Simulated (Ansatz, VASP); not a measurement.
# YSe: VASP beside Ansatz

The input INCAR:

```
  PREC = Accurate
  ENCUT = 520
  EDIFF = 1E-8
  ISMEAR = -1
  SIGMA = 0.03
  LREAL = False
  LASPH = True
  NELM = 60
  ALGO = Normal
  ISIF = 2
  LWAVE = False
  LCHARG = False
  LEFG = True
  NBANDS = 16
```

KPOINTS

```
Automatic mesh
0
Gamma
  7 7 7
```

The input POSCAR:

```
YSe
1.0
    0.0000000000      2.8175000000      2.8750000000
    2.8175000000      0.0000000000      2.8750000000
    2.8175000000      2.8175000000      0.0000000000
Y Se
1 1
Direct
    0.0000000000      0.0000000000      0.0000000000
    0.5000000000      0.5000000000      0.5000000000
```

Input for Ansatz:

```yaml
crystal:
  lattice:
    - [0.0, 2.8175, 2.875]
    - [2.8175, 0.0, 2.875]
    - [2.8175, 2.8175, 0.0]
  atoms:
    - { symbol: "Y", position: [0.0, 0.0, 0.0] }
    - { symbol: Se, position: [0.5, 0.5, 0.5] }
kpoints:
  mp_grid: { grid: [7, 7, 7] }
scf:
  occupations: { method: fermi_dirac, width: 0.03 }
hamiltonian:
  xc: lda
  pseudopotentials: { kind: all_electron, datasets: crystal }
output:
  forces: true
  stress: true
  eigenvalues: true
  efg: { contact_densities: true }
```

Change from the starting cell: equal xx and yy strain of -2 %, crystal datasets.

Alike in both runs: task electric field gradients; functional LDA; k mesh 7 × 7 × 7; occupations fermi-dirac, width 0.03 eV; no spin polarisation.

```csv
,VASP,Ansatz
version,VASP 6.6.1,Ansatz 0.2.0
potentials or method,"VASP PAW LDA potentials, release 64 (Y_sv, Se), cutoff 520 eV","all-electron PAW with datasets made for the crystal, scalar-relativistic"
```

|  | VASP | Ansatz | Ansatz less VASP |
| --- | --- | --- | --- |
| pressure (GPa) | -1.2 | -1.3 | -0.16 |
| traceless stress, the component that is largest in VASP (GPa) | -2.66 | -2.64 | +0.023 |
| size of Vzz on the site where it differs most (V/Å²) | 19.6 | 21.0 | +1.33 |

LDA's correlation is that of Perdew and Zunger in VASP and of Perdew and Wang (1992) in Ansatz. Ansatz ran all-electron here, and VASP with PAW potentials.
